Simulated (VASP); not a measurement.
# Cd (P6_3/mmc) in VASP: a series of runs, part 2 of 2

VASP 6.6.1.

## Step 3: Relaxation of cell and atoms, LDA

This run uses another cell than the first one, of 21.59 Å³/atom, 1.101 times its volume.

INCAR

```
ALGO     = Normal         # electronic algorithm
EDIFF    = 1E-7           # SCF threshold, eV
EDIFFG   = -0.03          # ionic threshold
ENCUT    = 600            # plane-wave cutoff, eV
IBRION   = 2              # ionic algorithm
ISIF     = 3              # what is computed and relaxed
ISMEAR   = 0              # smearing method
LASPH    = True           # aspherical terms in the spheres
LCHARG   = False          # write CHGCAR
LREAL    = False          # projectors in reciprocal space
LWAVE    = False          # write WAVECAR
NELM     = 100            # most SCF steps
NSW      = 80             # ionic steps
PREC     = Accurate       # precision mode
SIGMA    = 0.02           # smearing width, eV
```

KPOINTS

```
k-points
0
Gamma
  8 8 4
```

POSCAR

```
Cd
1.0
    2.9788700000      0.0000000000      0.0000000000
   -1.4894350000      2.5797770000      0.0000000000
    0.0000000000      0.0000000000      5.6176500000
Cd
2
Direct
    0.3333333333      0.6666666667      0.2500000000
    0.6666666667      0.3333333333      0.7500000000
```

Potentials or basis: VASP PAW LDA potentials, release 64 (Cd).

Run with:

```
$ cat potpaw_LDA.64/Cd/POTCAR > POTCAR
$ mpirun -np 1 vasp_std > vasp.out
```

OUTCAR:

```text
EDIFF = 1E-7
   EDIFFG = -0.03
   ENCUT = 600
   IBRION = 2
   ISIF = 3
   ISMEAR = 0
   LASPH = True
   LREAL = False
   NELM = 100
   NSW = 80
   PREC = Accurate

 ion  position               nearest neighbor table
   1  0.333  0.667  0.250-   2 3.29   2 3.29   2 3.29   2 3.29   2 3.29   2 3.29
   2  0.667  0.333  0.750-   1 3.29   1 3.29   1 3.29   1 3.29   1 3.29   1 3.29

  LATTYP: Found a hexagonal cell.
 ALAT       =     2.9788700000
 C/A-ratio  =     1.8858325472

  Lattice vectors:

 A1 = (   2.9788700000,   0.0000000000,   0.0000000000)
 A2 = (  -1.4894350000,   2.5797770000,   0.0000000000)
 A3 = (   0.0000000000,   0.0000000000,   5.6176500000)

Analysis of symmetry for initial positions (statically):
=====================================================================
 Subroutine PRICEL returns:
 Original cell was already a primitive cell.

 Routine SETGRP: Setting up the symmetry group for a
 hexagonal supercell.

 Subroutine GETGRP returns: Found 24 space group operations
 (whereof 12 operations were pure point group operations)
 out of a pool of 24 trial point group operations.

The static configuration has the point symmetry D_3d.
 The point group associated with its full space group is D_6h.

Analysis of symmetry for dynamics (positions and initial velocities):
=====================================================================
 Subroutine PRICEL returns:
 Original cell was already a primitive cell.

 Routine SETGRP: Setting up the symmetry group for a
 hexagonal supercell.

 Subroutine GETGRP returns: Found 24 space group operations
 (whereof 12 operations were pure point group operations)
 out of a pool of 24 trial point group operations.

The dynamic configuration has the point symmetry D_3d.
 The point group associated with its full space group is D_6h.

 Subroutine INISYM returns: Found 24 space group operations
 (whereof 12 operations are pure point group operations),
 and found     1 'primitive' translations

----------------------------------------------------------------------------------------

                                     Primitive cell

  volume of cell :      43.1706

  direct lattice vectors                    reciprocal lattice vectors
     2.978870000  0.000000000  0.000000000     0.335697765  0.193815202  0.000000000
    -1.489435000  2.579777000  0.000000000     0.000000000  0.387630404  0.000000000
     0.000000000  0.000000000  5.617650000     0.000000000  0.000000000  0.178010378

  length of vectors
     2.978870000  2.978869918  5.617650000     0.387630393  0.387630404  0.178010378

  position of ions in fractional coordinates (direct lattice)
     0.333333333  0.666666667  0.250000000
     0.666666667  0.333333333  0.750000000

  ion indices of the primitive-cell ions
   primitive index   ion index
                 1           1
                 2           2

----------------------------------------------------------------------------------------

 KPOINTS: k-points

Automatic generation of k-mesh.
 Grid dimensions read from file:
 generate k-points for:    8    8    4

[... 22 lines left out ...]
  0.250000  0.000000  0.000000      6.000000
  0.375000  0.000000  0.000000      6.000000
  0.500000  0.000000  0.000000      3.000000
  0.125000  0.125000  0.000000      6.000000
[... 16 lines left out ...]
  0.250000  0.000000  0.500000      6.000000
  0.375000  0.000000  0.500000      6.000000
 [... further k-points ...]
   k-points           NKPTS =     30   k-points in BZ     NKDIM =     30   number of bands    NBANDS=     16
   number of dos      NEDOS =    301   number of ions     NIONS =      2
   total plane-waves  NPLWV =  27648
   dimension x,y,z NGX =    24 NGY =   24 NGZ =   48
   dimension x,y,z NGXF=    48 NGYF=   48 NGZF=   96
   ions per type =               2
   NGX,Y,Z   is equivalent  to a cutoff of  13.39, 13.39, 14.20 a.u.
   NGXF,Y,Z  is equivalent  to a cutoff of  26.79, 26.79, 28.41 a.u.
 SYSTEM =  unknown system
   PREC   = accura    normal or accurate (medium, high low for compatibility)
   ISTART =      0    job   : 0-new  1-cont  2-samecut
   ICHARG =      2    charge: 1-file 2-atom 10-const
   ISPIN  =      1    spin polarized calculation?
   LNONCOLLINEAR =      F non collinear calculations
   LSORBIT =      F    spin-orbit coupling
   LASPH  =      T    aspherical Exc in radial PAW
   ENCUT  =  600.0 eV  44.10 Ry    6.64 a.u.   5.95  5.95 11.22*2*pi/ulx,y,z
   NELM   =    100;   NELMIN=  2; NELMDL= -5     # of ELM steps
   EDIFF  = 0.1E-06   stopping-criterion for ELM
   LREAL  =      F    real-space projection
   EDIFFG = -.3E-01   stopping-criterion for IOM
   NSW    =     80    number of steps for IOM
   IBRION =      2    ionic relax: 0-MD 1-quasi-New 2-CG
   NFREE  =      1    steps in history (QN), initial steepest desc. (CG)
   ISIF   =      3    stress and relaxation
   ISYM   =      2    0-nonsym 1-usesym 2-fastsym
   POTIM  = 0.5000    time-step for ionic-motion
   TEBEG  =    0.0;   TEEND  =   0.0 temperature during run
   PSTRESS=    0.0 pullay stress
   NELECT =      24.0000    total number of electrons
   NUPDOWN=      -1.0000    fix difference up-down
   EMIN   =  10.00;   EMAX   =-10.00  energy-range for DOS
   EFERMI =   0.00;   METHOD = LEGACY
   ISMEAR =     0;   SIGMA  =   0.02  broadening in eV -4-tet -1-fermi 0-gaus
   EFERMI_NEDOS =   21; number of points for ismear=-14 and -15
   IALGO  =     38    algorithm
   IMIX   =      4    mixing-type and parameters
     AMIX     =   0.40;   BMIX     =  1.00
     AMIX_MAG =   1.60;   BMIX_MAG =  1.00
  volume/ion in A,a.u.               =      21.59       145.66
  Fermi-wavevector in a.u.,A,eV,Ry     =   1.346116  2.543790 24.654137  1.812028
  Thomas-Fermi vector in A             =   2.473974
   LORBIT       =      0    0 simple, 1 ext, 2 COOP (PROOUT), +10 PAW based schemes
   GGA     = CA    functional components
   LHFCALC =     F    Hartree Fock is set to
   AEXX    =    0.0000 exact exchange contribution
   IVDW    =     0    specifies the selected vdW correction
   LEPSILON=     F    determine dielectric tensor
   LRPA    =     F    only Hartree local field effects (RPA)
 conjugate gradient relaxation of ions
 non-spin polarized calculation
 Gauss-broadening in eV      SIGMA  =   0.02
  energy-cutoff  :      600.00
  volume of cell :       43.17
 maximum number of plane-waves:      1458
 NGX is ok and might be reduce to    24
   NGX = 11   NGY = 11   NGZ = 23

--------------------------------------- Ionic step        1  -------------------------------------------

 number of electron      24.0000000 magnetization

 Free energy of the ion-electron system (eV)
  ---------------------------------------------------
  ext. energy  EPLUGINS =         0.00000000
  ---------------------------------------------------
  free energy    TOTEN  =        -2.98015799 eV

  energy without entropy =       -2.97995473  energy(sigma->0) =       -2.98005636

------------------------ aborting loop because EDIFF is reached ----------------------------------------

  FORCE on cell =-STRESS in cart. coord.  units (eV):
  Direction    XX          YY          ZZ          XY          YZ          ZX
  --------------------------------------------------------------------------------------
  -------------------------------------------------------------------------------------
  Total       -0.8482175     -0.8482174     -1.4392829      0.0000000     -0.0000000      0.0000000
  in kB      -31.4796154    -31.4796131    -53.4156291      0.0000000     -0.0000000      0.0000000
  external PRESSURE =     -38.7916192 kB  Pullay stress =       0.0000000 kB
[... 203 lines left out ...]
--------------------------------------- Ionic step        7  -------------------------------------------

 number of electron      23.9999997 magnetization

 Free energy of the ion-electron system (eV)
  ---------------------------------------------------
  ext. energy  EPLUGINS =         0.00000000
  ---------------------------------------------------
  free energy    TOTEN  =        -3.03816170 eV

  energy without entropy =       -3.03764436  energy(sigma->0) =       -3.03790303

 E-fermi :   3.1981     XC(G=0): -11.8038

 val. band max:        3.0069442985   @ k =   0.2500   0.1250   0.0000
 cond. band min:       3.2010754256   @ k =   0.3750   0.2500   0.5000
 fundamental gap:      0.1941311271
 Fermi energy:         3.1980995188

 k-point     1 :       0.0000    0.0000    0.0000
  band No.  band energies     occupation
      1      -6.7940      2.00000
      2      -6.3781      2.00000
      3      -6.1414      2.00000
      4      -6.0465      2.00000
      5      -6.0465      2.00000
      6      -5.9614      2.00000
[... 433 lines left out ...]
      3      -6.4577      2.00000
      4      -6.4577      2.00000
      5      -5.5422      2.00000
      6      -5.5422      2.00000
[... 8 lines left out ...]
     15      11.4610      0.00000
     16      11.4610      0.00000

 [... further k-points ...]
[... 5 lines left out ...]
  --------------------------------------------------------------------------------------
  -------------------------------------------------------------------------------------
  Total       -0.0574027     -0.0574027     -0.0553570      0.0000000     -0.0000000      0.0000000
  in kB       -2.3037385     -2.3037384     -2.2216392      0.0000000     -0.0000000      0.0000000
  external PRESSURE =      -2.2763720 kB  Pullay stress =       0.0000000 kB
[... 17 lines left out ...]
  FREE ENERGIE OF THE ION-ELECTRON SYSTEM (eV)
  ---------------------------------------------------
  free  energy   TOTEN  =        -3.0381617050 eV

  energy  without entropy=       -3.0376443590  energy(sigma->0) =       -3.03790303

 reached required accuracy - stopping structural energy minimisation
```

Run time: 1.9 min. Hardware: 1 thread of Intel Xeon 8259CL, shared host; peak memory 0.16 GiB.

What came out:

| Quantity | Value |
| --- | --- |
| Free energy | -3.0382 eV |
| Relaxed volume | 19.96 Å³/atom |
| Relaxed cell | a = 2.967 Å, b = 2.967 Å, c = 5.236 Å, α = 90.00°, β = 90.00°, γ = 120.00° |
| Space group after relaxing (to 0.05 Å) | P6_3/mmc (No. 194) |
| Energy gained by relaxing | 29.0 meV/atom |
| Ionic steps | 7 |
| Pressure after relaxing | -0.2 GPa |
| Band gap on the k mesh | zero (band 12 reaches 4.83 eV, above the bottom of band 13 at 1.09 eV) |

The path:
```
step  energy change (eV)  largest force (eV/Å)  pressure (GPa)  volume (Å³)
   1              0.0000                0.0000           -3.88        43.17
   2             -0.0423                0.0000            0.70        39.98
   3             -0.0425                0.0000            0.39        40.16
   4             -0.0493                0.0000            0.15        40.08
   5             -0.0532                0.0000           -0.11        40.03
   6             -0.0580                0.0000           -0.18        39.91
   7             -0.0580                0.0000           -0.23        39.92
```

Final structure:
```
Cd
1.0
     2.96722    0.00000    0.00000
    -1.48361    2.56969    0.00000
     0.00000    0.00000    5.23576
Cd
2
Cartesian
  0.0000 1.7131 1.3089
  1.4836 0.8566 3.9268
```
